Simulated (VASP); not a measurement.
# SiC (Moissanite 3C) (F-43m) in VASP: a series of runs, part 3 of 3

VASP 6.6.1. The steps go on from the part before.

**5. Single point, revPBE+D3(BJ)**

This run uses another cell than the first one, of 10.55 Å³/atom, 1.062 times its volume.

INCAR

```
ALGO     = Normal         # electronic algorithm
EDIFF    = 1E-6           # SCF threshold, eV
ENCUT    = 600            # plane-wave cutoff, eV
GGA      = RE             # functional
GGA_COMPAT= F            
ISIF     = 2              # what is computed and relaxed
ISMEAR   = -1             # smearing method
IVDW     = 12             # dispersion correction
LASPH    = T              # aspherical terms in the spheres
LCHARG   = F              # write CHGCAR
LREAL    = F              # projectors in reciprocal space
LWAVE    = F              # write WAVECAR
NBANDS   = 11             # bands
NELM     = 120            # most SCF steps
PREC     = Accurate       # precision mode
SIGMA    = 0.05           # smearing width, eV
```

KPOINTS

```
k-points
0
Gamma
  10 10 10
```

POSCAR

```
SiC
1.0
    0.0000000000      2.1934308841      2.1934308841
    2.1934308841      0.0000000000      2.1934308841
    2.1934308841      2.1934308841      0.0000000000
Si C
1 1
Direct
    0.0000000000      0.0000000000      0.0000000000
    0.7500000000      0.7500000000      0.7500000000
```

Potentials or basis: VASP PAW PBE potentials, release 64 (Si, C).

On the command line:

```sh
$ cat potpaw_PBE.64/Si/POTCAR potpaw_PBE.64/C/POTCAR > POTCAR
$ mpirun -np 1 vasp_std > vasp.out
```

OUTCAR:

```text
EDIFF = 1E-6
   ENCUT = 600
   GGA = RE
   ISIF = 2
   ISMEAR = -1
   IVDW = 12
   LASPH = T
   LREAL = F
   NELM = 120
   PREC = Accurate
 IVDW          = 12

 ion  position               nearest neighbor table
   1  0.000  0.000  0.000-   2 1.90   2 1.90   2 1.90   2 1.90
   2  0.750  0.750  0.750-   1 1.90   1 1.90   1 1.90   1 1.90

  LATTYP: Found a face centered cubic cell.
 ALAT       =     4.3868617682

  Lattice vectors:

 A1 = (   0.0000000000,   2.1934308841,   2.1934308841)
 A2 = (   2.1934308841,   0.0000000000,   2.1934308841)
 A3 = (   2.1934308841,   2.1934308841,   0.0000000000)

Analysis of symmetry for initial positions (statically):
=====================================================================
 Subroutine PRICEL returns:
 Original cell was already a primitive cell.

 Routine SETGRP: Setting up the symmetry group for a
 face centered cubic supercell.

 Subroutine GETGRP returns: Found 24 space group operations
 (whereof 24 operations were pure point group operations)
 out of a pool of 48 trial point group operations.

The static configuration has the point symmetry T_d .

Analysis of symmetry for dynamics (positions and initial velocities):
=====================================================================
 Subroutine PRICEL returns:
 Original cell was already a primitive cell.

 Routine SETGRP: Setting up the symmetry group for a
 face centered cubic supercell.

 Subroutine GETGRP returns: Found 24 space group operations
 (whereof 24 operations were pure point group operations)
 out of a pool of 48 trial point group operations.

The dynamic configuration has the point symmetry T_d .

 Subroutine INISYM returns: Found 24 space group operations
 (whereof 24 operations are pure point group operations),
 and found     1 'primitive' translations

----------------------------------------------------------------------------------------

                                     Primitive cell

  volume of cell :      21.1058

  direct lattice vectors                    reciprocal lattice vectors
     0.000000000  2.193430884  2.193430884    -0.227953387  0.227953387  0.227953387
     2.193430884  0.000000000  2.193430884     0.227953387 -0.227953387  0.227953387
     2.193430884  2.193430884  0.000000000     0.227953387  0.227953387 -0.227953387

  length of vectors
     3.101979704  3.101979704  3.101979704     0.394826849  0.394826849  0.394826849

  position of ions in fractional coordinates (direct lattice)
     0.000000000  0.000000000  0.000000000
     0.750000000  0.750000000  0.750000000

  ion indices of the primitive-cell ions
   primitive index   ion index
                 1           1
                 2           2

----------------------------------------------------------------------------------------

 KPOINTS: k-points

Automatic generation of k-mesh.
 Grid dimensions read from file:
 generate k-points for:   10   10   10

 Generating k-lattice:

  Cartesian coordinates                     Fractional coordinates (reciprocal lattice)
    -0.022795339  0.022795339  0.022795339     0.100000000  0.000000000  0.000000000
     0.022795339 -0.022795339  0.022795339     0.000000000  0.100000000  0.000000000
     0.022795339  0.022795339 -0.022795339     0.000000000  0.000000000  0.100000000

  Length of vectors
     0.039482685  0.039482685  0.039482685

  Shift w.r.t. Gamma in fractional coordinates (k-lattice)
     0.000000000  0.000000000  0.000000000

 Subroutine IBZKPT returns following result:
 ===========================================

 Found     47 irreducible k-points:

 Following reciprocal coordinates:
            Coordinates               Weight
  0.000000  0.000000  0.000000      1.000000
  0.100000  0.000000  0.000000      8.000000
  0.200000  0.000000  0.000000      8.000000
  0.300000  0.000000  0.000000      8.000000
  0.400000  0.000000  0.000000      8.000000
  0.500000  0.000000  0.000000      4.000000
[... 16 lines left out ...]
  0.300000  0.300000  0.000000      6.000000
  0.400000  0.300000  0.000000     24.000000
 [... further k-points ...]
   k-points           NKPTS =     47   k-points in BZ     NKDIM =     47   number of bands    NBANDS=     11
   number of dos      NEDOS =    301   number of ions     NIONS =      2
   total plane-waves  NPLWV =  21952
   dimension x,y,z NGX =    28 NGY =   28 NGZ =   28
   dimension x,y,z NGXF=    56 NGYF=   56 NGZF=   56
   ions per type =               1   1
   NGX,Y,Z   is equivalent  to a cutoff of  15.01, 15.01, 15.01 a.u.
   NGXF,Y,Z  is equivalent  to a cutoff of  30.01, 30.01, 30.01 a.u.
 SYSTEM =  unknown system
   PREC   = accura    normal or accurate (medium, high low for compatibility)
   ISTART =      0    job   : 0-new  1-cont  2-samecut
   ICHARG =      2    charge: 1-file 2-atom 10-const
   ISPIN  =      1    spin polarized calculation?
   LNONCOLLINEAR =      F non collinear calculations
   LSORBIT =      F    spin-orbit coupling
   LASPH  =      T    aspherical Exc in radial PAW
   ENCUT  =  600.0 eV  44.10 Ry    6.64 a.u.   6.20  6.20  6.20*2*pi/ulx,y,z
   NELM   =    120;   NELMIN=  2; NELMDL= -5     # of ELM steps
   EDIFF  = 0.1E-05   stopping-criterion for ELM
   LREAL  =      F    real-space projection
   EDIFFG = 0.1E-04   stopping-criterion for IOM
   NSW    =      0    number of steps for IOM
   IBRION =     -1    ionic relax: 0-MD 1-quasi-New 2-CG
   NFREE  =      0    steps in history (QN), initial steepest desc. (CG)
   ISIF   =      2    stress and relaxation
   ISYM   =      2    0-nonsym 1-usesym 2-fastsym
   POTIM  = 0.5000    time-step for ionic-motion
   TEBEG  =    0.0;   TEEND  =   0.0 temperature during run
   PSTRESS=    0.0 pullay stress
   NELECT =       8.0000    total number of electrons
   NUPDOWN=      -1.0000    fix difference up-down
   EMIN   =  10.00;   EMAX   =-10.00  energy-range for DOS
   EFERMI =   0.00;   METHOD = LEGACY
   ISMEAR =    -1;   SIGMA  =   0.05  broadening in eV -4-tet -1-fermi 0-gaus
   EFERMI_NEDOS =   21; number of points for ismear=-14 and -15
   IALGO  =     38    algorithm
   IMIX   =      4    mixing-type and parameters
     AMIX     =   0.40;   BMIX     =  1.00
     AMIX_MAG =   1.60;   BMIX_MAG =  1.00
  volume/ion in A,a.u.               =      10.55        71.21
  Fermi-wavevector in a.u.,A,eV,Ry     =   1.184780  2.238909 19.098532  1.403703
  Thomas-Fermi vector in A             =   2.320987
   LORBIT       =      0    0 simple, 1 ext, 2 COOP (PROOUT), +10 PAW based schemes
   GGA     = RE    functional components
   LHFCALC =     F    Hartree Fock is set to
   AEXX    =    0.0000 exact exchange contribution
   IVDW    =    12    specifies the selected vdW correction
   LEPSILON=     F    determine dielectric tensor
   LRPA    =     F    only Hartree local field effects (RPA)
 non-spin polarized calculation
  energy-cutoff  :      600.00
  volume of cell :       21.11
 maximum number of plane-waves:       725
 NGX is ok and might be reduce to    28
   NGX = 13   NGY = 13   NGZ = 13

 number of electron       8.0000000 magnetization

 Free energy of the ion-electron system (eV)
  ---------------------------------------------------
  ext. energy  EPLUGINS =         0.00000000
  ---------------------------------------------------
  free energy    TOTEN  =       -14.45270950 eV

  energy without entropy =      -14.45270948  energy(sigma->0) =      -14.45270949

 E-fermi :   8.6606     XC(G=0): -11.2223

 val. band max:        7.9520182107   @ k =   0.0000   0.0000   0.0000
 cond. band min:       9.3308373641   @ k =   0.5000   0.5000   0.0000
 fundamental gap:      1.3788191535
 Fermi energy:         8.6606450789

 k-point     1 :       0.0000    0.0000    0.0000
  band No.  band energies     occupation
      1      -7.3108      2.00000
      2       7.9520      2.00000
      3       7.9520      2.00000
      4       7.9520      2.00000
      5      13.9632      0.00000
      6      15.1597      0.00000
      7      15.1597      0.00000
      8      15.1597      0.00000
      9      22.2980      0.00000
     10      22.2980      0.00000
     11      24.2698      0.00000
[... 309 lines left out ...]
 k-point    24 :       0.4000    0.3000    0.0000
  band No.  band energies     occupation
      1      -4.2294      2.00000
      2       2.3927      2.00000
      3       4.8489      2.00000
      4       5.3649      2.00000
      5      10.8181      0.00000
      6      13.5336      0.00000
      7      19.4087      0.00000
      8      19.7366      0.00000
      9      21.5537      0.00000
     10      25.8166      0.00000
     11      28.9355      0.00000

 [... further k-points ...]

------------------------ aborting loop because EDIFF is reached ----------------------------------------

 Edisp (eV)   -1.17594

 E8    (eV) :    -0.7707

  FORCE on cell =-STRESS in cart. coord.  units (eV):
  Direction    XX          YY          ZZ          XY          YZ          ZX
  --------------------------------------------------------------------------------------
  -------------------------------------------------------------------------------------
  Total      -1.08254    -1.08254    -1.08254     0.00000    -0.00000    -0.00000
  in kB     -82.17738   -82.17738   -82.17738     0.00000    -0.00000    -0.00000
  external pressure =      -82.18 kB  Pullay stress =        0.00 kB

 VOLUME and BASIS-vectors are now :
 -----------------------------------------------------------------------------
  energy-cutoff  :      600.00
  volume of cell :       21.11
      direct lattice vectors                 reciprocal lattice vectors
     0.000000000  2.193430884  2.193430884    -0.227953387  0.227953387  0.227953387
     2.193430884  0.000000000  2.193430884     0.227953387 -0.227953387  0.227953387
     2.193430884  2.193430884  0.000000000     0.227953387  0.227953387 -0.227953387

 POSITION                                       TOTAL-FORCE (eV/Angst)
 -----------------------------------------------------------------------------------
      0.00000      0.00000      0.00000         0.000000     -0.000000     -0.000000
      3.29015      3.29015      3.29015        -0.000000      0.000000      0.000000
 -----------------------------------------------------------------------------------
    total drift:                                0.000000      0.000000      0.000000

  FREE ENERGIE OF THE ION-ELECTRON SYSTEM (eV)
  ---------------------------------------------------
  free  energy   TOTEN  =       -15.6286463115 eV

  energy  without entropy=      -15.6286462976  energy(sigma->0) =      -15.62864630
```

It took 37 s on 1 thread of Intel Xeon 8259CL, shared host; peak memory 0.16 GiB.

Results:

```
Free energy                : -15.6286 eV
Pressure                   : -8.2 GPa
Band gap on the k mesh     : 1.38 eV, indirect (least direct gap 4.52 eV)
Dispersion energy per atom : -0.588 eV
```

Levels at points of the mesh, in eV from the valence-band top:
| k point | band 1 | band 2 | band 3 | band 4 | band 5 | band 6 | band 7 | band 8 |
| --- | --- | --- | --- | --- | --- | --- | --- | --- |
| (0.00, 0.00, 0.00) | -15.26 | 0.00 | 0.00 | 0.00 | 6.01 | 7.21 | 7.21 | 7.21 |
| (0.50, 0.00, 0.00) | -11.78 | -8.41 | -1.04 | -1.04 | 5.29 | 7.16 | 7.16 | 9.99 |
| (0.50, 0.50, 0.00) | -10.37 | -7.71 | -3.14 | -3.14 | 1.38 | 4.30 | 13.86 | 13.86 |

Caveat: the PAW data sets were made with another functional, which shifts forces and pressure a little.

**6. Summary**

| cell | gap on the mesh (eV) | pressure (GPa) |
| --- | --- | --- |
| a = 3.040 Å, angles 60.0°, 2 atoms | 1.32 | 5.0 |
| a = 3.061 Å, angles 60.0°, 2 atoms | 1.34 | 0.2 |
| a = 3.082 Å, angles 60.0°, 2 atoms | 1.36 | -4.2 |
| a = 3.102 Å, angles 60.0°, 2 atoms | 1.38 | -8.2 |

Alike in all rows: task single point; level revPBE+D3(BJ); potentials or basis VASP PAW PBE potentials, release 64 (Si, C); no spin polarisation; k mesh 10 × 10 × 10; cutoff (eV) 600; smearing fermi-dirac 0.05 eV.

Caveats: the PAW data sets were made with another functional, which shifts forces and pressure a little.

Absolute energies hang on the potentials; compare differences alone.

**7. Comparison with measurements**

Step 3. Measured gap of SiC: 2.4 eV (indirect; quoted in “Insight into the structural, elastic and electronic properties of a new orthorhombic 6O-SiC polytype”, 2020, pmc:7200658). This calculation gives 1.34 eV (-1.06 eV). The value is that of revPBE+D3(BJ) on a finite k mesh, which can miss the band edges, without temperature or zero-point motion. Semilocal functionals fall short of measured gaps as a rule.
